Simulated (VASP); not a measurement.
Input of a VASP 6.6.1 run:

The input INCAR:

```
SYSTEM = Pd
PREC = Accurate
ENCUT = 520
EDIFF = 1E-7
ISMEAR = -1
SIGMA = 0.05
LREAL = .False.
LASPH = .True.
NELM = 150
ALGO = Normal
ISIF = 2
LWAVE = .False.
LCHARG = .False.
ISPIN = 2
MAGMOM = 0.5
LORBIT = 11
LMAXMIX = 4
GGA = RE
NBANDS = 15
```

The input KPOINTS:

```
Automatic mesh
0
Gamma
  19 19 19
  0 0 0
```

The input POSCAR:

```
Pd
1.0
    2.6355039010      0.0000000000      0.0000000000
    0.0000000000      2.6355039010      0.0000000000
    0.0000000000      0.0000000000      2.6355039010
Pd
1
Direct
    0.0000000000      0.0000000000      0.0000000000
```

Potentials or basis: VASP PAW PBE potentials, release 64 (Pd).

Command:

```console
$ cat potpaw_PBE.64/Pd/POTCAR > POTCAR
$ mpirun -np 1 vasp_std > vasp.out
```

Predict the band gap on the k mesh.

zero (filled and empty bands overlap).

Predict the net moment.

0.00 μB per cell.

What does it give for the pressure?

-0.3 GPa.

Caveat: the PAW data sets were made with another functional, which shifts forces and pressure a little.
